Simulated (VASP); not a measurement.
A run of VASP 6.6.1 is set up as follows.

INCAR

```
SYSTEM = BaTiO3
  PREC = Accurate
  ENCUT = 520
  EDIFF = 1E-7
  ISMEAR = -1
  SIGMA = 0.05
  LREAL = .FALSE.
  LASPH = .TRUE.
  NELM = 100
  ALGO = Normal
  ISIF = 2
  LWAVE = .FALSE.
  LCHARG = .FALSE.
  GGA = B5
  ALDAX = 1.0
  AGGAX = 1.0
  AGGAC = 1.0
  ALDAC = 0.0
  NBANDS = 51
```

Contents of KPOINTS:

```
Automatic mesh
0
G
  7 5 5
  0 0 0
```

Contents of POSCAR:

```
BaTiO3
1.0
   -0.0001955724     -2.8092913085     -2.8092281581
   -4.1788017641      2.9638457774     -2.9635812175
    4.2428553077      3.0090959639     -3.0081446728
Ba Ti O
2 2 6
Direct
    0.0008632833      0.4999152040      0.4817824837
    1.0008598273      1.0000224094     -0.0182170019
    0.5010305700     -0.0000950105      0.4651907394
    0.5010487191      0.5000511399      0.9652050254
    0.5006613560      0.2378147719      0.2686456531
    0.5006613220      0.7378964609      0.7686096074
    0.5006679531      0.7635747886      0.2688576355
    0.5006676493      0.2636719542      0.7689312451
    0.0005495740      0.0004332663      0.5173886193
    1.0005497459      0.5004950153      1.0173859931
```

Potentials or basis: VASP PAW PBE potentials, release 64 (Ba_sv, Ti_sv, O).

Launch:

```bash
$ cat potpaw_PBE.64/Ba_sv/POTCAR potpaw_PBE.64/Ti_sv/POTCAR potpaw_PBE.64/O/POTCAR > POTCAR
$ mpirun -np 1 vasp_std > vasp.out
```

Q: Predict the band gap on the k mesh.

A: 2.62 eV.

Q: Estimate the largest force.

A: 0.186 eV/Å.

Forces in eV/Å, atoms in the order of the input:
```
Ba   0.038  0.028 -0.027
Ba   0.037  0.028 -0.027
Ti   0.128  0.096 -0.093
Ti   0.131  0.094 -0.092
O   -0.132 -0.012  0.011
O   -0.134 -0.012  0.011
O   -0.015 -0.095  0.095
O   -0.015 -0.097  0.096
O   -0.019 -0.015  0.013
O   -0.019 -0.014  0.012
```

Caveat: the PAW data sets were made with another functional, which shifts forces and pressure a little; spin-orbit coupling is left out, which moves the levels of the heavy elements. A hybrid or GW would open this gap; BLYP tends to underestimate it.
